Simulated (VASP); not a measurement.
# Se (Im-3m) in VASP: a series of runs

The runs below take Se through single point, relaxation of cell and atoms, with PBEsol.

All numbers are computed with VASP 6.6.1; they aren't measurements. Logs are shortened: lines on timing, memory, paths and dates and some standing lists are left out, and cuts for length are marked.

## 1. The cell of the first run

The structure is cubic, space group Im-3m (No. 229). The conventional cell has a = 2.775 Å, b = 2.775 Å, c = 2.775 Å, α = 90.00°, β = 90.00°, γ = 90.00°. Se (site symmetry m-3m) has 14 Se at 2.40 to 2.77 Å within 3.2 Å.

## 2. Single point, PBEsol

INCAR

```
PREC = Accurate
ENCUT = 520
EDIFF = 1E-6
ISMEAR = 0
SIGMA = 0.1
LREAL = False
LASPH = True
NELM = 100
ALGO = Normal
ISIF = 2
LWAVE = False
LCHARG = False
GGA = PS
NBANDS = 9
```

KPOINTS

```
Automatic mesh
0
Gamma
  30 30 30
```

POSCAR

```
Se
1.0
   -1.3873499452      1.3873499452      1.3873499452
    1.3873499452     -1.3873499452      1.3873499452
    1.3873499452      1.3873499452     -1.3873499452
Se
1
Direct
    0.0000000000      0.0000000000      0.0000000000
```

Potentials or basis: VASP PAW PBE potentials, release 64 (Se).

The run is started by

```bash
$ cat potpaw_PBE.64/Se/POTCAR > POTCAR
$ mpirun -np 1 vasp_std > vasp.out
```

OUTCAR:

```text
PREC = Accurate
   ENCUT = 520
   EDIFF = 1E-6
   ISMEAR = 0
   LREAL = False
   LASPH = True
   NELM = 100
   ISIF = 2
   GGA = PS

 ion  position               nearest neighbor table
   1  0.000  0.000  0.000-

  LATTYP: Found a body centered cubic cell.
 ALAT       =     2.7746998904

  Lattice vectors:

 A1 = (  -1.3873499452,   1.3873499452,   1.3873499452)
 A2 = (   1.3873499452,  -1.3873499452,   1.3873499452)
 A3 = (   1.3873499452,   1.3873499452,  -1.3873499452)

Analysis of symmetry for initial positions (statically):
=====================================================================
 Subroutine PRICEL returns:
 Original cell was already a primitive cell.

 Routine SETGRP: Setting up the symmetry group for a
 body centered cubic supercell.

 Subroutine GETGRP returns: Found 48 space group operations
 (whereof 48 operations were pure point group operations)
 out of a pool of 48 trial point group operations.

The static configuration has the point symmetry O_h .

Analysis of symmetry for dynamics (positions and initial velocities):
=====================================================================
 Subroutine PRICEL returns:
 Original cell was already a primitive cell.

 Routine SETGRP: Setting up the symmetry group for a
 body centered cubic supercell.

 Subroutine GETGRP returns: Found 48 space group operations
 (whereof 48 operations were pure point group operations)
 out of a pool of 48 trial point group operations.

The dynamic configuration has the point symmetry O_h .

 Subroutine INISYM returns: Found 48 space group operations
 (whereof 48 operations are pure point group operations),
 and found     1 'primitive' translations

----------------------------------------------------------------------------------------

                                     Primitive cell

  volume of cell :      10.6812

  direct lattice vectors                    reciprocal lattice vectors
    -1.387349945  1.387349945  1.387349945     0.000000000  0.360399337  0.360399337
     1.387349945 -1.387349945  1.387349945     0.360399337  0.000000000  0.360399337
     1.387349945  1.387349945 -1.387349945     0.360399337  0.360399337  0.000000000

  length of vectors
     2.402960593  2.402960593  2.402960593     0.509681630  0.509681630  0.509681630

  position of ions in fractional coordinates (direct lattice)
     0.000000000  0.000000000  0.000000000

[... 73 lines left out ...]
   ENCUT  =  520.0 eV  38.22 Ry    6.18 a.u.   4.47  4.47  4.47*2*pi/ulx,y,z
   NELM   =    100;   NELMIN=  2; NELMDL= -5     # of ELM steps
   EDIFF  = 0.1E-05   stopping-criterion for ELM
   LREAL  =      F    real-space projection
   EDIFFG = 0.1E-04   stopping-criterion for IOM
   NSW    =      0    number of steps for IOM
   IBRION =     -1    ionic relax: 0-MD 1-quasi-New 2-CG
   NFREE  =      0    steps in history (QN), initial steepest desc. (CG)
   ISIF   =      2    stress and relaxation
   ISYM   =      2    0-nonsym 1-usesym 2-fastsym
   POTIM  = 0.5000    time-step for ionic-motion
   TEBEG  =    0.0;   TEEND  =   0.0 temperature during run
   PSTRESS=    0.0 pullay stress
   NELECT =       6.0000    total number of electrons
   NUPDOWN=      -1.0000    fix difference up-down
   EMIN   =  10.00;   EMAX   =-10.00  energy-range for DOS
   EFERMI =   0.00;   METHOD = LEGACY
   ISMEAR =     0;   SIGMA  =   0.10  broadening in eV -4-tet -1-fermi 0-gaus
   EFERMI_NEDOS =   21; number of points for ismear=-14 and -15
   IALGO  =     38    algorithm
   IMIX   =      4    mixing-type and parameters
     AMIX     =   0.40;   BMIX     =  1.00
     AMIX_MAG =   1.60;   BMIX_MAG =  1.00
  volume/ion in A,a.u.               =      10.68        72.08
  Fermi-wavevector in a.u.,A,eV,Ry     =   1.350784  2.552612 24.825426  1.824617
  Thomas-Fermi vector in A             =   2.478260
   LORBIT       =      0    0 simple, 1 ext, 2 COOP (PROOUT), +10 PAW based schemes
   GGA     = PS    functional components
   LHFCALC =     F    Hartree Fock is set to
   AEXX    =    0.0000 exact exchange contribution
   IVDW    =     0    specifies the selected vdW correction
   LEPSILON=     F    determine dielectric tensor
   LRPA    =     F    only Hartree local field effects (RPA)
 non-spin polarized calculation
 Gauss-broadening in eV      SIGMA  =   0.10
  energy-cutoff  :      520.00
  volume of cell :       10.68
 maximum number of plane-waves:       321
 NGX is ok and might be reduce to    18
   NGX =  9   NGY =  9   NGZ =  9

 number of electron       6.0000001 magnetization

 Free energy of the ion-electron system (eV)
  ---------------------------------------------------
  ext. energy  EPLUGINS =         0.00000000
  ---------------------------------------------------
  free energy    TOTEN  =        -0.42382624 eV

  energy without entropy =       -0.42192900  energy(sigma->0) =       -0.42287762

 E-fermi :  16.0102     XC(G=0): -13.8073

 val. band max:       16.0035231894   @ k =  -0.2000   0.2000   0.1000
 cond. band min:      16.0110927258   @ k =  -0.2000   0.2333   0.1667
 fundamental gap:      0.0075695364
 Fermi energy:        16.0101820604

 k-point     1 :       0.0000    0.0000    0.0000
  band No.  band energies     occupation
      1      -8.6937      2.00000
      2      23.9953      0.00000
      3      23.9953      0.00000
      4      23.9953      0.00000
      5      30.1812      0.00000
      6      30.1812      0.00000
      7      30.1812      0.00000
      8      33.9625      0.00000
      9      33.9625      0.00000
[... 265 lines left out ...]
 k-point    24 :       0.2667    0.0333    0.0000
  band No.  band energies     occupation
      1      -5.5354      2.00000
      2      11.2667      2.00000
      3      18.1989      0.00000
      4      21.0526      0.00000
      5      25.1425      0.00000
      6      25.9483      0.00000
      7      33.0617      0.00000
      8      35.8783      0.00000
      9      40.6473      0.00000

 [... further k-points ...]
[... 5 lines left out ...]
  --------------------------------------------------------------------------------------
  -------------------------------------------------------------------------------------
  Total       12.5696822     12.5696822     12.5696822     -0.0000000     -0.0000000     -0.0000000
  in kB     1885.4578401   1885.4578401   1885.4578401     -0.0000000     -0.0000000     -0.0000000
  external PRESSURE =    1885.4578401 kB  Pullay stress =       0.0000000 kB

 VOLUME and BASIS-vectors are now :
 -----------------------------------------------------------------------------
  energy-cutoff  :      520.00
  volume of cell :       10.68
      direct lattice vectors                 reciprocal lattice vectors
    -1.387349945  1.387349945  1.387349945     0.000000000  0.360399337  0.360399337
     1.387349945 -1.387349945  1.387349945     0.360399337  0.000000000  0.360399337
     1.387349945  1.387349945 -1.387349945     0.360399337  0.360399337  0.000000000

 POSITION                                       TOTAL-FORCE (eV/Angst)
 -----------------------------------------------------------------------------------
      0.00000      0.00000      0.00000         0.000000      0.000000      0.000000
 -----------------------------------------------------------------------------------
    total drift:                                0.000000     -0.000000      0.000000

  FREE ENERGIE OF THE ION-ELECTRON SYSTEM (eV)
  ---------------------------------------------------
  free  energy   TOTEN  =        -0.4238262406 eV

  energy  without entropy=       -0.4219289993  energy(sigma->0) =       -0.42287762
```

stdout:

```text
POSCAR found type information on POSCAR Se
 POSCAR found :  1 types and       1 ions
 scaLAPACK will be used
 -----------------------------------------------------------------------------
|                                                                             |
|                                                                             |
|     You enforced a specific xc type in the INCAR file but a different       |
|     I HOPE YOU KNOW WHAT YOU ARE DOING!                                     |
|                                                                             |
 -----------------------------------------------------------------------------

 LDA part: xc-table for (Slater+PW92), standard interpolation
 POSCAR, INCAR and KPOINTS ok, starting setup
 FFT: planning ... GRIDC
 FFT: planning ... GRID_SOFT
 FFT: planning ... GRID
 WAVECAR not read
 entering main loop
```

It took 28 s on 1 thread of Intel Xeon Platinum 8488C (Sapphire Rapids), shared host; peak memory 0.18 GiB.

What came out:

```yaml
Free_energy: -0.4238 eV
Pressure: 188.5 GPa
Band_gap_on_the_k_mesh: zero (band 3 reaches 24.00 eV, above the bottom of band 4 at 7.87 eV)
```

Levels at points of the mesh, in eV from the Fermi level:
```
           k point  band 1  band 2  band 3  band 4  band 5  band 6  band 7  band 8
(0.00, 0.00, 0.00)  -24.70    7.99    7.99    7.99   14.17   14.17   14.17   17.95
(0.50, 0.00, 0.00)  -15.89  -13.85    0.55    4.07    7.18    8.18   22.49   24.39
(0.50, 0.50, 0.50)   -7.61   -6.71   -6.71   -6.71   -0.11   -0.11   30.93   30.93
```

Caveat: the PAW data sets were made with another functional, which shifts forces and pressure a little.

## 3. Relaxation of cell and atoms, PBEsol, target pressure 185 GPa, at which the enthalpy is minimised

INCAR

```
SYSTEM = Se
PREC     = Accurate       ! precision mode
ENCUT    = 600            ! plane-wave cutoff, eV
EDIFF    = 1E-6           ! SCF threshold, eV
ISMEAR   = 0              ! smearing method
SIGMA    = 0.1            ! smearing width, eV
LREAL    = .FALSE.        ! projectors in reciprocal space
LASPH    = .TRUE.         ! aspherical terms in the spheres
NELM     = 100            ! most SCF steps
ALGO     = Normal         ! electronic algorithm
ISIF     = 3              ! what is computed and relaxed
LWAVE    = .FALSE.        ! write WAVECAR
LCHARG   = .FALSE.        ! write CHGCAR
GGA      = PS             ! functional
IBRION   = 2              ! ionic algorithm
NSW      = 100            ! ionic steps
EDIFFG   = -0.002         ! ionic threshold
PSTRESS  = 1850.0
```

KPOINTS

```
regular mesh
0
G
  30 30 30
  0 0 0
```

POSCAR

```
Se
1.0
   -1.3866610820      1.3866610820      1.3866610820
    1.3866610820     -1.3866610820      1.3866610820
    1.3866610820      1.3866610820     -1.3866610820
Se
1
Direct
    0.0000000000      0.0000000000      0.0000000000
```

Potentials or basis: VASP PAW PBE potentials, release 64 (Se).

The run is started by

```bash
$ cat potpaw_PBE.64/Se/POTCAR > POTCAR
$ mpirun -np 1 vasp_std > vasp.out
```

OUTCAR:

```text
SYSTEM = Se
   PREC = Accurate
   ENCUT = 600
   EDIFF = 1E-6
   ISMEAR = 0
   LREAL = .FALSE.
   LASPH = .TRUE.
   NELM = 100
   ISIF = 3
   GGA = PS
   IBRION = 2
   NSW = 100
   EDIFFG = -0.002
   PSTRESS = 1850.0

 ion  position               nearest neighbor table
   1  0.000  0.000  0.000-

  LATTYP: Found a body centered cubic cell.
 ALAT       =     2.7733221640

  Lattice vectors:

 A1 = (  -1.3866610820,   1.3866610820,   1.3866610820)
 A2 = (   1.3866610820,  -1.3866610820,   1.3866610820)
 A3 = (   1.3866610820,   1.3866610820,  -1.3866610820)

Analysis of symmetry for initial positions (statically):
=====================================================================
 Subroutine PRICEL returns:
 Original cell was already a primitive cell.

 Routine SETGRP: Setting up the symmetry group for a
 body centered cubic supercell.

 Subroutine GETGRP returns: Found 48 space group operations
 (whereof 48 operations were pure point group operations)
 out of a pool of 48 trial point group operations.

The static configuration has the point symmetry O_h .

Analysis of symmetry for dynamics (positions and initial velocities):
=====================================================================
 Subroutine PRICEL returns:
 Original cell was already a primitive cell.

 Routine SETGRP: Setting up the symmetry group for a
 body centered cubic supercell.

 Subroutine GETGRP returns: Found 48 space group operations
 (whereof 48 operations were pure point group operations)
 out of a pool of 48 trial point group operations.

The dynamic configuration has the point symmetry O_h .

 Subroutine INISYM returns: Found 48 space group operations
 (whereof 48 operations are pure point group operations),
 and found     1 'primitive' translations

----------------------------------------------------------------------------------------

                                     Primitive cell

  volume of cell :      10.6652

[... 112 lines left out ...]
   LHFCALC =     F    Hartree Fock is set to
   AEXX    =    0.0000 exact exchange contribution
   IVDW    =     0    specifies the selected vdW correction
   LEPSILON=     F    determine dielectric tensor
   LRPA    =     F    only Hartree local field effects (RPA)
 conjugate gradient relaxation of ions
 non-spin polarized calculation
 Gauss-broadening in eV      SIGMA  =   0.10
  energy-cutoff  :      600.00
  volume of cell :       10.67
 maximum number of plane-waves:       370
   NGX =  9   NGY =  9   NGZ =  9

--------------------------------------- Ionic step        1  -------------------------------------------

 number of electron       5.9999999 magnetization

 Free energy of the ion-electron system (eV)
  ---------------------------------------------------
  ext. energy  EPLUGINS =         0.00000000
  ---------------------------------------------------
  free energy    TOTEN  =        -0.40545914 eV

  energy without entropy =       -0.40355699  energy(sigma->0) =       -0.40450807

------------------------ aborting loop because EDIFF is reached ----------------------------------------

  FORCE on cell =-STRESS in cart. coord.  units (eV):
  Direction    XX          YY          ZZ          XY          YZ          ZX
  --------------------------------------------------------------------------------------
  -------------------------------------------------------------------------------------
  Total       12.6218808     12.6218808     12.6218808      0.0000000      0.0000000      0.0000000
  in kB     1896.1106877   1896.1106877   1896.1106877      0.0000000      0.0000000      0.0000000
  external PRESSURE =      46.1106877 kB  Pullay stress =    1850.0000000 kB
[... 98 lines left out ...]
--------------------------------------- Ionic step        4  -------------------------------------------

 number of electron       6.0000000 magnetization

 Free energy of the ion-electron system (eV)
  ---------------------------------------------------
  ext. energy  EPLUGINS =         0.00000000
  ---------------------------------------------------
  free energy    TOTEN  =        -0.48492945 eV

  energy without entropy =       -0.48304828  energy(sigma->0) =       -0.48398887

 E-fermi :  15.9095     XC(G=0): -13.7826

 val. band max:       15.9071838894   @ k =  -0.4667   0.5000   0.2000
 cond. band min:      15.9123963461   @ k =  -0.2000   0.2333   0.1667
 fundamental gap:      0.0052124567
 Fermi energy:        15.9094579374

 k-point     1 :       0.0000    0.0000    0.0000
  band No.  band energies     occupation
      1      -8.7093      2.00000
      2      23.8370      0.00000
      3      23.8370      0.00000
      4      23.8370      0.00000
      5      30.0602      0.00000
      6      30.0602      0.00000
      7      30.0602      0.00000
[... 221 lines left out ...]
 k-point    24 :       0.2667    0.0333    0.0000
  band No.  band energies     occupation
      1      -5.5634      2.00000
      2      11.1798      2.00000
      3      18.0823      0.00000
      4      20.9301      0.00000
      5      25.0386      0.00000
      6      25.8260      0.00000
      7      32.9311      0.00000

 [... further k-points ...]
[... 5 lines left out ...]
  --------------------------------------------------------------------------------------
  -------------------------------------------------------------------------------------
  Total       12.3936539     12.3936539     12.3936539     -0.0000000     -0.0000000     -0.0000000
  in kB     1850.0333517   1850.0333517   1850.0333517     -0.0000000     -0.0000000     -0.0000000
  external PRESSURE =       0.0333517 kB  Pullay stress =    1850.0000000 kB
[... 20 lines left out ...]
  energy  without entropy=       -0.4830482789  energy(sigma->0) =       -0.48398887

  enthalpy is  TOTEN    =        11.9085010661 eV   P V=       12.3934305186

 reached required accuracy - stopping structural energy minimisation
```

CONTCAR:

```text
Se
   1.00000000000000
    -1.3896010480784662    1.3896010480784662    1.3896010480784662
     1.3896010480784662   -1.3896010480784662    1.3896010480784662
     1.3896010480784662    1.3896010480784662   -1.3896010480784662
  Se
     1
Direct
     0.0000000000000000    0.0000000000000000    0.0000000000000000

  0.00000000E+00  0.00000000E+00  0.00000000E+00
```

Run time: 56 s. Hardware: 1 thread of Intel Xeon Platinum 8488C (Sapphire Rapids), shared host; peak memory 0.2 GiB.

What came out:

```
Free energy                                            : -0.4849 eV
Relaxed volume                                         : 10.73 Å³/atom
Relaxed cell                                           : a = 2.407 Å, b = 2.407 Å, c = 2.407 Å, α = 109.47°, β = 109.47°, γ = 109.47°
Space group after relaxing (to 0.05 Å)                 : Im-3m (No. 229)
Energy change on relaxing (the enthalpy is what falls) : -79.5 meV/atom
Ionic steps                                            : 4
Pressure after relaxing                                : 185.0 GPa
Band gap on the k mesh                                 : zero (band 3 reaches 23.84 eV, above the bottom of band 4 at 7.82 eV)
```

The path:
```
step  energy change (eV)  largest force (eV/Å)  pressure (GPa)  volume (Å³)
   1              0.0000                0.0000          189.61        10.67
   2             -0.5223                0.0000          159.33        11.15
   3             -0.0811                0.0000          184.94        10.73
   4             -0.0795                0.0000          185.00        10.73
```

Final structure:
```cif
data_structure
_symmetry_space_group_name_H-M 'P 1'
_symmetry_Int_Tables_number 1
_cell_length_a 2.4069
_cell_length_b 2.4069
_cell_length_c 2.4069
_cell_angle_alpha 109.471
_cell_angle_beta 109.471
_cell_angle_gamma 109.471
_cell_volume 10.73
loop_
_atom_site_label
_atom_site_type_symbol
_atom_site_fract_x
_atom_site_fract_y
_atom_site_fract_z
_atom_site_occupancy
Se1 Se 0.00000 0.00000 0.00000 1
```

Caveat: the cell is relaxed towards a set pressure, so the enthalpy falls and the energy may rise; the PAW data sets were made with another functional, which shifts forces and pressure a little.

## 4. Single point, PBEsol

INCAR

```
PREC = Accurate
ENCUT = 520
EDIFF = 1E-7
ISMEAR = 0
SIGMA = 0.1
LREAL = False
LASPH = True
NELM = 100
ALGO = Normal
ISIF = 2
LWAVE = False
LCHARG = True
GGA = PS
LELF = True
LVHAR = True
NBANDS = 9
```

KPOINTS

```
Automatic mesh
0
Gamma
  24 24 24
```

POSCAR is that of step 3.

The run is started by

```bash
$ cat potpaw_PBE.64/Se/POTCAR > POTCAR
$ mpirun -np 1 vasp_std > vasp.out
```

Wall time 18 s (1 thread of Intel Xeon Platinum 8488C (Sapphire Rapids), shared host); peak memory 0.15 GiB.

It converged, with:

```
Free energy            : -0.4048 eV
Pressure               : 188.5 GPa
Band gap on the k mesh : zero (band 3 reaches 24.04 eV, above the bottom of band 4 at 7.21 eV)
```

Levels at points of the mesh, in eV from the Fermi level:
```csv
k point,band 1,band 2,band 3,band 4,band 5,band 6,band 7
"(0.00, 0.00, 0.00)",-24.72,8.01,8.01,8.01,14.18,14.18,14.18
"(0.50, 0.00, 0.00)",-15.90,-13.87,0.56,4.08,7.18,8.19,22.52
"(0.50, 0.50, 0.50)",-7.59,-6.71,-6.71,-6.71,-0.12,-0.12,30.96
```

Caveat: the PAW data sets were made with another functional, which shifts forces and pressure a little.

## 5. The runs side by side

```tsv
task	cell	k mesh	cutoff (eV)	gap on the mesh (eV)	pressure (GPa)
single point	as given	30 × 30 × 30	520	none	188.5
relaxation of cell and atoms	relaxed to 185 GPa	30 × 30 × 30	600	none	185.0
single point	as given	24 × 24 × 24	520	none	188.5
```

Alike in all rows: level PBEsol; potentials or basis VASP PAW PBE potentials, release 64 (Se); no spin polarisation; smearing gaussian 0.1 eV.

Caveats: the PAW data sets were made with another functional, which shifts forces and pressure a little; the cell is relaxed towards a set pressure, so the enthalpy falls and the energy may rise (some runs).

Total energies depend on the potentials used, so only differences within one code and one set of settings carry meaning.
